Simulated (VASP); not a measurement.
Here is a VASP 6.6.1 calculation.

File INCAR:

```
SYSTEM = Si7B
PREC     = Accurate       ! precision mode
ENCUT    = 520            ! plane-wave cutoff, eV
EDIFF    = 1E-7           ! SCF threshold, eV
ISMEAR   = 0              ! smearing method
SIGMA    = 0.1            ! smearing width, eV
LREAL    = .FALSE.        ! projectors in reciprocal space
LASPH    = .TRUE.         ! aspherical terms in the spheres
NELM     = 100            ! most SCF steps
ALGO     = Normal         ! electronic algorithm
ISIF     = 2              ! what is computed and relaxed
LWAVE    = .FALSE.        ! write WAVECAR
LCHARG   = .TRUE.         ! write CHGCAR
GGA      = PE             ! functional
LELF     = .TRUE.         ! ELF
LVHAR    = .TRUE.       
NBANDS   = 26             ! bands
```

File KPOINTS:

```
Automatic mesh
0
G
  6 6 6
  0 0 0
```

The input POSCAR:

```
Si7B
1.0
    5.2640244914      0.0000000000      0.0000000000
    0.0000000000      5.2640244914      0.0000000000
    0.0000000000      0.0000000000      5.2640244914
Si B
7 1
Direct
    0.2268677300      0.2268677300      0.2268677300
    0.0000000000      0.5000000000      0.5000000000
    0.5000000000      0.5000000000      0.0000000000
    0.5000000000      0.0000000000      0.5000000000
    0.7731322700      0.2268677300      0.7731322700
    0.7731322700      0.7731322700      0.2268677300
    0.2268677300      0.7731322700      0.7731322700
    0.0000000000      0.0000000000      0.0000000000
```

Potentials or basis: VASP PAW PBE potentials, release 64 (Si, B).

Run with:

```bash
$ cat potpaw_PBE.64/Si/POTCAR potpaw_PBE.64/B/POTCAR > POTCAR
$ mpirun -np 1 vasp_std > vasp.out
```

(1) What does it give for the band gap on the k mesh?

(2) What does it give for the pressure?

Answers

(1) zero (an odd number of electrons rules out a gap without spin polarisation).

(2) -0.1 GPa.
